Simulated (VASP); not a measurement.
# Ta2N (P-31m) in VASP: a series of runs

Ta2N is run at these levels: LDA; tasks: single point.

All numbers are computed with VASP 6.6.1; they aren't measurements. Logs are shortened: lines on timing, memory, paths and dates and some standing lists are left out, and cuts for length are marked.

**1. The cell of the first run**

Symmetry: P-31m, No. 162, trigonal system. The conventional cell has a = 5.300 Å, b = 5.300 Å, c = 4.752 Å, α = 90.00°, β = 90.00°, γ = 120.00°. Within 2.8 Å of Ta (site symmetry m) lie 3 N at 2.12 to 2.14 Å. Within 2.8 Å of N (site symmetry 32) lie 6 Ta at 2.14 Å. Within 2.8 Å of N (site symmetry -3m) lie 6 Ta at 2.12 Å.

**2. Single point, LDA (c/a of the conventional cell at fixed volume 0.8966)**

INCAR

```
SYSTEM = Ta2N
PREC     = Accurate       ! precision mode
ENCUT    = 520            ! plane-wave cutoff, eV
EDIFF    = 1E-7           ! SCF threshold, eV
ISMEAR   = 0              ! smearing method
SIGMA    = 0.15           ! smearing width, eV
LREAL    = .FALSE.        ! projectors in reciprocal space
LASPH    = .TRUE.         ! aspherical terms in the spheres
NELM     = 80             ! most SCF steps
ALGO     = Normal         ! electronic algorithm
ISIF     = 2              ! what is computed and relaxed
LWAVE    = .FALSE.        ! write WAVECAR
LCHARG   = .TRUE.         ! write CHGCAR
GGA      = CA             ! functional
LELF     = .TRUE.         ! ELF
LVHAR    = .TRUE.       
NBANDS   = 50             ! bands
```

KPOINTS

```
Automatic mesh
0
G
  9 9 8
  0 0 0
```

POSCAR

```
Ta2N
1.0
    5.3004953848      0.0000000000      0.0000000000
   -2.6502476924      4.5903636559      0.0000000000
    0.0000000000      0.0000000000      4.7524241620
Ta N
6 3
Direct
    0.6669289619      0.6669289619      0.7526041962
    0.0000000000      0.3330710381      0.7526041962
    0.3330710381      0.0000000000      0.7526041962
    0.3330710381      0.3330710381      0.2473958038
    0.0000000000      0.6669289619      0.2473958038
    0.6669289619      0.0000000000      0.2473958038
    0.6666666667      0.3333333333      0.5000000000
    0.3333333333      0.6666666667      0.5000000000
    0.0000000000      0.0000000000      0.0000000000
```

Potentials or basis: VASP PAW LDA potentials, release 64 (Ta_pv, N).

Run with:

```bash
cat potpaw_LDA.64/Ta_pv/POTCAR potpaw_LDA.64/N/POTCAR > POTCAR
mpirun -np 1 vasp_std > vasp.out
```

OUTCAR:

```text
SYSTEM = Ta2N
   PREC = Accurate
   ENCUT = 520
   EDIFF = 1E-7
   ISMEAR = 0
   LREAL = .FALSE.
   LASPH = .TRUE.
   NELM = 80
   ISIF = 2
   GGA = CA

 ion  position               nearest neighbor table
   1  0.667  0.667  0.753-   9 2.12   8 2.14   7 2.14   5 2.94   6 2.94   4 2.94   5 2.98   6 2.98
                             4 2.98   3 3.06   2 3.06   3 3.06   2 3.06   2 3.06   3 3.06
   2  0.000  0.333  0.753-   9 2.12   7 2.14   8 2.14   4 2.94   6 2.94   5 2.94   4 2.98   6 2.98
                             5 2.98   3 3.06   1 3.06   3 3.06   1 3.06   1 3.06   3 3.06
   3  0.333  0.000  0.753-   9 2.12   8 2.14   7 2.14   5 2.94   4 2.94   6 2.94   4 2.98   5 2.98
                             6 2.98   2 3.06   1 3.06   1 3.06   2 3.06   2 3.06   1 3.06
   4  0.333  0.333  0.247-   9 2.12   7 2.14   8 2.14   2 2.94   3 2.94   1 2.94   2 2.98   3 2.98
                             1 2.98   6 3.06   5 3.06   6 3.06   5 3.06   5 3.06   6 3.06
   5  0.000  0.667  0.247-   9 2.12   8 2.14   7 2.14   1 2.94   3 2.94   2 2.94   1 2.98   3 2.98
                             2 2.98   6 3.06   4 3.06   6 3.06   4 3.06   4 3.06   6 3.06
   6  0.667  0.000  0.247-   9 2.12   7 2.14   8 2.14   2 2.94   1 2.94   3 2.94   1 2.98   2 2.98
                             3 2.98   5 3.06   4 3.06   4 3.06   5 3.06   4 3.06   5 3.06
   7  0.667  0.333  0.500-   2 2.14   6 2.14   3 2.14   5 2.14   4 2.14   1 2.14
   8  0.333  0.667  0.500-   5 2.14   3 2.14   6 2.14   2 2.14   1 2.14   4 2.14
   9  0.000  0.000  0.000-   3 2.12   6 2.12   1 2.12   4 2.12   5 2.12   2 2.12

  LATTYP: Found a hexagonal cell.
 ALAT       =     5.3004953848
 C/A-ratio  =     0.8966000000

  Lattice vectors:

 A1 = (   5.3004953848,   0.0000000000,   0.0000000000)
 A2 = (  -2.6502476924,   4.5903636559,   0.0000000000)
 A3 = (   0.0000000000,   0.0000000000,   4.7524241620)

Analysis of symmetry for initial positions (statically):
=====================================================================
 Subroutine PRICEL returns:
 Original cell was already a primitive cell.

 Routine SETGRP: Setting up the symmetry group for a
 hexagonal supercell.

 Subroutine GETGRP returns: Found 12 space group operations
 (whereof 12 operations were pure point group operations)
 out of a pool of 24 trial point group operations.

The static configuration has the point symmetry D_3d.

Analysis of symmetry for dynamics (positions and initial velocities):
=====================================================================
 Subroutine PRICEL returns:
 Original cell was already a primitive cell.

 Routine SETGRP: Setting up the symmetry group for a
 hexagonal supercell.

 Subroutine GETGRP returns: Found 12 space group operations
 (whereof 12 operations were pure point group operations)
 out of a pool of 24 trial point group operations.

The dynamic configuration has the point symmetry D_3d.

 Subroutine INISYM returns: Found 12 space group operations
 (whereof 12 operations are pure point group operations),
 and found     1 'primitive' translations

----------------------------------------------------------------------------------------

                                     Primitive cell

  volume of cell :     115.6322

  direct lattice vectors                    reciprocal lattice vectors
     5.300495385  0.000000000  0.000000000     0.188661611  0.108923832  0.000000000
    -2.650247692  4.590363656  0.000000000     0.000000000  0.217847664  0.000000000
     0.000000000  0.000000000  4.752424162     0.000000000  0.000000000  0.210418929

  length of vectors
     5.300495385  5.300495385  4.752424162     0.217847664  0.217847664  0.210418929

  position of ions in fractional coordinates (direct lattice)
     0.666928962  0.666928962  0.752604196
     0.000000000  0.333071038  0.752604196
     0.333071038  0.000000000  0.752604196
     0.333071038  0.333071038  0.247395804
     0.000000000  0.666928962  0.247395804
     0.666928962  0.000000000  0.247395804
     0.666666667  0.333333333  0.500000000
     0.333333333  0.666666667  0.500000000
     0.000000000  0.000000000  0.000000000

  ion indices of the primitive-cell ions
   primitive index   ion index
                 1           1
                 2           2
                 3           3
                 4           4
                 5           5
                 6           6
                 7           7
                 8           8
                 9           9

----------------------------------------------------------------------------------------

 KPOINTS: Automatic mesh

Automatic generation of k-mesh.
 Grid dimensions read from file:
 generate k-points for:    9    9    8

 Generating k-lattice:

  Cartesian coordinates                     Fractional coordinates (reciprocal lattice)
     0.020962401  0.012102648  0.000000000     0.111111111  0.000000000  0.000000000
[... 66 lines left out ...]
  Fermi-wavevector in a.u.,A,eV,Ry     =   1.453930  2.747530 28.761537  2.113913
  Thomas-Fermi vector in A             =   2.571140
   LORBIT       =      0    0 simple, 1 ext, 2 COOP (PROOUT), +10 PAW based schemes
   GGA     = CA    functional components
   LHFCALC =     F    Hartree Fock is set to
   AEXX    =    0.0000 exact exchange contribution
   IVDW    =     0    specifies the selected vdW correction
   LEPSILON=     F    determine dielectric tensor
   LRPA    =     F    only Hartree local field effects (RPA)
 non-spin polarized calculation
 Gauss-broadening in eV      SIGMA  =   0.15
  energy-cutoff  :      520.00
  volume of cell :      115.63
 maximum number of plane-waves:      3156
   NGX = 19   NGY = 19   NGZ = 17

 number of electron      81.0000000 magnetization

 Free energy of the ion-electron system (eV)
  ---------------------------------------------------
  ext. energy  EPLUGINS =         0.00000000
  ---------------------------------------------------
  free energy    TOTEN  =      -113.98015790 eV

  energy without entropy =     -113.94879100  energy(sigma->0) =     -113.96447445

 E-fermi :   7.7388     XC(G=0): -13.3469

 val. band max:        7.7193125798   @ k =  -0.2222  -0.4444   0.1250
 cond. band min:       7.7398589907   @ k =   0.4444   0.1111   0.3750
 fundamental gap:      0.0205464108
 Fermi energy:         7.7387509395

 k-point     1 :       0.0000    0.0000    0.0000
  band No.  band energies     occupation
      1     -27.8949      2.00000
      2     -27.4492      2.00000
      3     -27.2379      2.00000
      4     -27.2379      2.00000
      5     -27.2206      2.00000
      6     -27.2206      2.00000
[... 42 lines left out ...]
     49      11.2012      0.00000
     50      11.5754      0.00000

 k-point     2 :       0.1111   -0.0000    0.0000
  band No.  band energies     occupation
      1     -27.8805      2.00000
      2     -27.4579      2.00000
      3     -27.2844      2.00000
      4     -27.2834      2.00000
      5     -27.2149      2.00000
      6     -27.1971      2.00000
[... 42 lines left out ...]
     49      10.9189      0.00000
     50      11.0611      0.00000

 k-point     3 :       0.2222    0.0000    0.0000
  band No.  band energies     occupation
      1     -27.8387      2.00000
      2     -27.4800      2.00000
      3     -27.3257      2.00000
      4     -27.3122      2.00000
      5     -27.2441      2.00000
      6     -27.1816      2.00000
[... 42 lines left out ...]
     49      10.6906      0.00000
     50      11.2173      0.00000

 k-point     4 :       0.3333    0.0000    0.0000
  band No.  band energies     occupation
      1     -27.7769      2.00000
      2     -27.5108      2.00000
      3     -27.3402      2.00000
      4     -27.3197      2.00000
      5     -27.2757      2.00000
      6     -27.1880      2.00000
[... 999 lines left out ...]
 k-point    23 :      -0.1111    0.4444    0.1250
  band No.  band energies     occupation
      1     -27.7240      2.00000
      2     -27.5801      2.00000
      3     -27.3775      2.00000
      4     -27.2866      2.00000
      5     -27.2796      2.00000
      6     -27.1875      2.00000
[... 42 lines left out ...]
     49      10.7691      0.00000
     50      11.1696      0.00000

 k-point    24 :       0.4444    0.1111    0.1250
  band No.  band energies     occupation
      1     -27.7244      2.00000
      2     -27.5084      2.00000
      3     -27.3803      2.00000
      4     -27.3311      2.00000
      5     -27.2902      2.00000
      6     -27.1869      2.00000
[... 42 lines left out ...]
     49      10.9930      0.00000
     50      11.0911      0.00000

 [... further k-points ...]
[... 5 lines left out ...]
  --------------------------------------------------------------------------------------
  -------------------------------------------------------------------------------------
  Total       -1.4807220     -1.4807220      7.2539277      0.0000000     -0.0000000      0.0000000
  in kB      -20.5165989    -20.5165989    100.5090245      0.0000000     -0.0000000      0.0000000
  external PRESSURE =      19.8252756 kB  Pullay stress =       0.0000000 kB

 VOLUME and BASIS-vectors are now :
 -----------------------------------------------------------------------------
  energy-cutoff  :      520.00
  volume of cell :      115.63
      direct lattice vectors                 reciprocal lattice vectors
     5.300495385  0.000000000  0.000000000     0.188661611  0.108923832  0.000000000
    -2.650247692  4.590363656  0.000000000     0.000000000  0.217847664  0.000000000
     0.000000000  0.000000000  4.752424162     0.000000000  0.000000000  0.210418929

 POSITION                                       TOTAL-FORCE (eV/Angst)
 -----------------------------------------------------------------------------------
      1.76753      3.06145      3.57669         0.019352      0.033519     -0.033817
     -0.88272      1.52892      3.57669         0.019352     -0.033519     -0.033817
      1.76544      0.00000      3.57669        -0.038704      0.000000     -0.033817
      0.88272      1.52892      1.17573        -0.019352     -0.033519      0.033817
     -1.76753      3.06145      1.17573        -0.019352      0.033519      0.033817
      3.53505      0.00000      1.17573         0.038704      0.000000      0.033817
      2.65025      1.53012      2.37621         0.000000      0.000000      0.000000
     -0.00000      3.06024      2.37621        -0.000000      0.000000      0.000000
      0.00000      0.00000      0.00000         0.000000      0.000000      0.000000
 -----------------------------------------------------------------------------------
    total drift:                                0.000000     -0.000000      0.000000

  FREE ENERGIE OF THE ION-ELECTRON SYSTEM (eV)
  ---------------------------------------------------
  free  energy   TOTEN  =      -113.9801578993 eV

  energy  without entropy=     -113.9487910010  energy(sigma->0) =     -113.96447445
```

Wall time 11 min (1 thread of Oxide Virtual Turin-like, shared host); peak memory 0.39 GiB.

Results:

| Quantity | Value |
| --- | --- |
| Free energy | -113.9802 eV |
| Pressure | 2.0 GPa |
| Largest force | 0.051 eV/Å |

Forces in eV/Å, atoms in the order of the input:
```
Ta   0.019  0.034 -0.034
Ta   0.019 -0.034 -0.034
Ta  -0.039  0.000 -0.034
Ta  -0.019 -0.034  0.034
Ta  -0.019  0.034  0.034
Ta   0.039  0.000  0.034
N    0.000  0.000  0.000
N    0.000  0.000  0.000
N    0.000  0.000  0.000
```

Stress tensor (GPa, compression positive):
```
-2.05  0.00  0.00
 0.00 -2.05  0.00
 0.00  0.00 10.05
```

Caveat: spin-orbit coupling is left out, which moves the levels of the heavy elements.

**3. Single point, LDA (c/a of the conventional cell at fixed volume 0.9713)**

INCAR

```
PREC = Accurate
ENCUT = 520
EDIFF = 1E-6
ISMEAR = 0
SIGMA = 0.15
LREAL = False
LASPH = True
NELM = 100
ALGO = Normal
ISIF = 2
LWAVE = False
LCHARG = False
GGA = CA
NBANDS = 50
```

KPOINTS

```
Automatic mesh
0
Gamma
  9 9 8
```

POSCAR

```
Ta2N
1.0
    5.1609728685      0.0000000000      0.0000000000
   -2.5804864342      4.4695336123      0.0000000000
    0.0000000000      0.0000000000      5.0128529472
Ta N
6 3
Direct
    0.7027876405      0.7027876405      0.7526041962
    0.0000000000      0.2972123595      0.7526041962
    0.2972123595      0.0000000000      0.7526041962
    0.2972123595      0.2972123595      0.2473958038
    0.0000000000      0.7027876405      0.2473958038
    0.7027876405      0.0000000000      0.2473958038
    0.6666666667      0.3333333333      0.5000000000
    0.3333333333      0.6666666667      0.5000000000
    0.0000000000      0.0000000000      0.0000000000
```

Potentials or basis: VASP PAW LDA potentials, release 64 (Ta_pv, N).

Run with:

```bash
cat potpaw_LDA.64/Ta_pv/POTCAR potpaw_LDA.64/N/POTCAR > POTCAR
mpirun -np 1 vasp_std > vasp.out
```

Wall time 8.3 min (1 thread of AMD EPYC 9755, shared host); peak memory 0.39 GiB.

Results (log left out):

- Free energy: -110.5686 eV
- Pressure: 16.1 GPa
- Largest force: 7.018 eV/Å

Forces on the atoms (eV/Å):
```
Ta  -3.315 -5.742 -2.302
Ta  -3.315  5.742 -2.302
Ta   6.630  0.000 -2.302
Ta   3.315  5.742  2.302
Ta   3.315 -5.742  2.302
Ta  -6.630  0.000  2.302
N    0.000  0.000  0.000
N    0.000  0.000  0.000
N    0.000  0.000  0.000
```

Stress tensor (GPa, compression positive):
```
21.52  0.00  0.00
 0.00 21.52  0.00
 0.00  0.00  5.19
```

Levels at points of the mesh, in eV from the Fermi level:
```
           k point  band 39  band 40  band 41  band 42  band 43  band 44
(0.00, 0.00, 0.00)    -0.46     0.01     0.01     0.18     0.18     1.46
(0.00, 0.00, 0.50)    -1.10    -0.94    -0.94     0.14     0.14     1.91
```

Caveat: spin-orbit coupling is left out, which moves the levels of the heavy elements; forces of over 1 eV/Å act on the atoms, so gaps and moduli don't describe the material at rest.

**4. Single point, LDA (c/a of the conventional cell at fixed volume 0.8592)**

INCAR

```
PREC = Accurate ; ENCUT = 520
EDIFF = 1E-6 ; ISMEAR = 0
SIGMA = 0.15 ; LREAL = False
LASPH = True ; NELM = 60
ALGO = Normal ; ISIF = 2
LWAVE = False ; LCHARG = False
GGA = CA ; NBANDS = 50
```

KPOINTS

```
regular mesh
0
Gamma
  9 9 8
```

POSCAR

```
Ta2N
1.0
    5.3763138840      0.0000000000      0.0000000000
   -2.6881569420      4.6560244023      0.0000000000
    0.0000000000      0.0000000000      4.6193288891
Ta N
6 3
Direct
    0.6549760690      0.6549760690      0.7526041962
    0.0000000000      0.3450239310      0.7526041962
    0.3450239310      0.0000000000      0.7526041962
    0.3450239310      0.3450239310      0.2473958038
    0.0000000000      0.6549760690      0.2473958038
    0.6549760690      0.0000000000      0.2473958038
    0.6666666667      0.3333333333      0.5000000000
    0.3333333333      0.6666666667      0.5000000000
    0.0000000000      0.0000000000      0.0000000000
```

Run with:

```bash
cat potpaw_LDA.64/Ta_pv/POTCAR potpaw_LDA.64/N/POTCAR > POTCAR
mpirun -np 1 vasp_std > vasp.out
```

Run time: 9.3 min. Hardware: 1 thread of AMD EPYC 9755, shared host; peak memory 0.39 GiB.

It converged, with:

- Free energy: -113.2854 eV
- Pressure: 3.7 GPa
- Largest force: 1.662 eV/Å

Forces on the atoms (eV/Å):
```
Ta   0.775  1.342  0.602
Ta   0.775 -1.342  0.602
Ta  -1.549  0.000  0.602
Ta  -0.775 -1.342 -0.602
Ta  -0.775  1.342 -0.602
Ta   1.549  0.000 -0.602
N    0.000  0.000  0.000
N    0.000  0.000  0.000
N    0.000  0.000  0.000
```

Stress tensor (GPa, compression positive):
```
-4.46  0.00  0.00
 0.00 -4.46  0.00
 0.00  0.00 20.13
```

Levels at points of the mesh, in eV from the Fermi level:
| k point | band 39 | band 40 | band 41 | band 42 | band 43 | band 44 |
| --- | --- | --- | --- | --- | --- | --- |
| (0.00, 0.00, 0.00) | -0.67 | -0.41 | -0.29 | -0.29 | 0.07 | 0.08 |
| (0.00, 0.00, 0.50) | -1.52 | -1.50 | -0.30 | 0.59 | 0.59 | 0.89 |

Caveat: spin-orbit coupling is left out, which moves the levels of the heavy elements; forces of over 1 eV/Å act on the atoms, so gaps and moduli don't describe the material at rest.

**5. Single point, LDA (c/a of the conventional cell at fixed volume 0.9713)**

INCAR

```
PREC = Accurate
ENCUT = 520
EDIFF = 1E-6
ISMEAR = 0
SIGMA = 0.15
LREAL = F
LASPH = T
NELM = 80
ALGO = Normal
ISIF = 2
LWAVE = F
LCHARG = T
LELF = T
LVHAR = T
NBANDS = 50
```

KPOINTS

```
Automatic mesh
0
Gamma
  9 9 8
```

POSCAR

```
Ta2N
1.0
    5.1609728685      0.0000000000      0.0000000000
   -2.5804864342      4.4695336123      0.0000000000
    0.0000000000      0.0000000000      5.0128529472
Ta N
6 3
Direct
    0.6191173904      0.6191173904      0.7526041962
    0.0000000000      0.3808826096      0.7526041962
    0.3808826096      0.0000000000      0.7526041962
    0.3808826096      0.3808826096      0.2473958038
    0.0000000000      0.6191173904      0.2473958038
    0.6191173904      0.0000000000      0.2473958038
    0.6666666667      0.3333333333      0.5000000000
    0.3333333333      0.6666666667      0.5000000000
    0.0000000000      0.0000000000      0.0000000000
```

Run with:

```bash
cat potpaw_LDA.64/Ta_pv/POTCAR potpaw_LDA.64/N/POTCAR > POTCAR
mpirun -np 1 vasp_std > vasp.out
```

It took 20 min on 1 thread of Oxide Virtual Turin-like, shared host; peak memory 0.4 GiB.

Results (log left out):

| Property | Result |
| --- | --- |
| Free energy | -109.2835 eV |
| Pressure | 18.2 GPa |
| Largest force | 6.607 eV/Å |

Forces on the atoms (eV/Å):
```
Ta   3.168  5.488  1.872
Ta   3.168 -5.488  1.872
Ta  -6.337  0.000  1.872
Ta  -3.168 -5.488 -1.872
Ta  -3.168  5.488 -1.872
Ta   6.337  0.000 -1.872
N    0.000  0.000  0.000
N    0.000  0.000  0.000
N    0.000  0.000  0.000
```

Stress tensor (GPa, compression positive):
```
22.28  0.00  0.00
 0.00 22.28  0.00
 0.00  0.00  9.96
```

Levels at points of the mesh, in eV from the Fermi level:
```csv
k point,band 37,band 38,band 39,band 40,band 41,band 42,band 43,band 44,band 45,band 46
"(0.00, 0.00, 0.00)",-1.82,-0.99,-0.43,-0.43,-0.29,-0.29,0.17,1.43,1.43,2.04
"(0.00, 0.00, 0.50)",-1.20,-1.04,-0.48,-0.35,-0.35,0.24,0.24,1.07,2.23,2.23
```

Caveat: spin-orbit coupling is left out, which moves the levels of the heavy elements; forces of over 1 eV/Å act on the atoms, so gaps and moduli don't describe the material at rest.

**6. Summary**

| cell | gap on the mesh (eV) | pressure (GPa) | largest force (eV/Å) |
| --- | --- | --- | --- |
| a = 5.300, b = 5.300, c = 4.752 Å, angles 90.0, 90.0, 120.0°, 9 atoms | none | 2.0 | 0.05 |
| a = 5.161, b = 5.161, c = 5.013 Å, angles 90.0, 90.0, 120.0°, 9 atoms | none | 18.2 | 6.61 |
| a = 5.376, b = 5.376, c = 4.619 Å, angles 90.0, 90.0, 120.0°, 9 atoms | none | 3.7 | 1.66 |

Some of these runs hold the atoms at other places in the same cell, which the table doesn't show; runs alike in all that it shows share one row.

Alike in all rows: task single point; level LDA; potentials or basis VASP PAW LDA potentials, release 64 (Ta_pv, N); no spin polarisation; k mesh 9 × 9 × 8; cutoff (eV) 520; smearing gaussian 0.15 eV.

Caveats: spin-orbit coupling is left out, which moves the levels of the heavy elements; forces of over 1 eV/Å act on the atoms, so gaps and moduli don't describe the material at rest (some runs).

Total energies depend on the potentials used, so only differences within one code and one set of settings carry meaning.
